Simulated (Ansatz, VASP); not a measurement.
# CuO in VASP and in Ansatz

Contents of POSCAR:

```
CuO
1.0
    2.3366000000     -1.7385000000      0.0000000000
    2.3366000000      1.7385000000      0.0000000000
   -0.7621600000      0.0000000000      5.0619400000
Cu O
2 2
Direct
    0.0000000000      0.5000000000      0.0000000000
    0.5000000000      0.0000000000      0.5000000000
    0.5483000000      0.4517000000      0.2500000000
    0.4517000000      0.5483000000      0.7500000000
```

Contents of INCAR.step1:

```
PREC = Accurate ; ENCUT = 770
ISMEAR = -1 ; SIGMA = 0.05
LREAL = False ; LASPH = True
NELM = 120 ; NBANDS = 33
GGA = PE ; ALGO = Normal
EDIFF = 1E-5 ; LWAVE = True
LCHARG = False ; GGA_COMPAT = False
```

INCAR.step2

```
PREC = Accurate ; ENCUT = 770
EDIFF = 1E-6 ; ISMEAR = -1
SIGMA = 0.05 ; LREAL = False
LASPH = True ; NELM = 120
ALGO = Normal ; ISIF = 2
LWAVE = False ; LCHARG = False
METAGGA = R2SCAN ; LMIXTAU = True
NBANDS = 33 ; ISTART = 1
GGA_COMPAT = False
```

KPOINTS

```
regular mesh
0
Gamma
  7 7 4
```

Input for Ansatz:

```yaml
crystal:
  lattice:
    - [2.3366, -1.7385, 0.0]
    - [2.3366, 1.7385, 0.0]
    - [-0.76216, 0.0, 5.06194]
  atoms:
    - { symbol: Cu, position: [0.0, 0.5, 0.0] }
    - { symbol: Cu, position: [0.5, 0.0, 0.5] }
    - { symbol: O, position: [0.5483, 0.4517, 0.25] }
    - { symbol: O, position: [0.4517, 0.5483, 0.75] }
hamiltonian:
  xc: r2scan
  pseudopotentials: { kind: paw }
basis:
  ecutwfc: 500
kpoints:
  mp_grid: { grid: [7, 7, 4] }
scf:
  occupations: { method: fermi_dirac, width: 0.05 }
  lower_state_search: "off"
output:
  forces: true
  stress: true
  write_density: true
  write_potential: true
  elf: true
  volumetric_format: npy
```

Alike in both runs: task single point; functional r2SCAN; k mesh 7 × 7 × 4; occupations fermi-dirac, width 0.05 eV; no spin polarisation.

```csv
,VASP,Ansatz
version,VASP 6.6.1,Ansatz 0.2.0
potentials or method,"VASP PAW PBE potentials, release 64 (Cu_sv_GW, O), cutoff 770 eV","PAW, plane waves, scalar-relativistic"
valence electrons in the cell,50,50
```

Ansatz gave:

* pressure (GPa): 0.3
* traceless stress, the component that is largest in VASP (GPa): 2.54
* rms of the force components (eV/Å): 0.057

Question: Estimate VASP's values.

Answer: Pressure (GPa): -1.8; traceless stress, the component that is largest in VASP (GPa): 2.70; rms of the force components (eV/Å): 0.062.

VASP's potentials were made for PBE, not for r2SCAN. Atom by atom the forces differ by 0.006 eV/Å (rms over components). With one functional, cell and mesh, what is left measures potentials, basis and numerics.
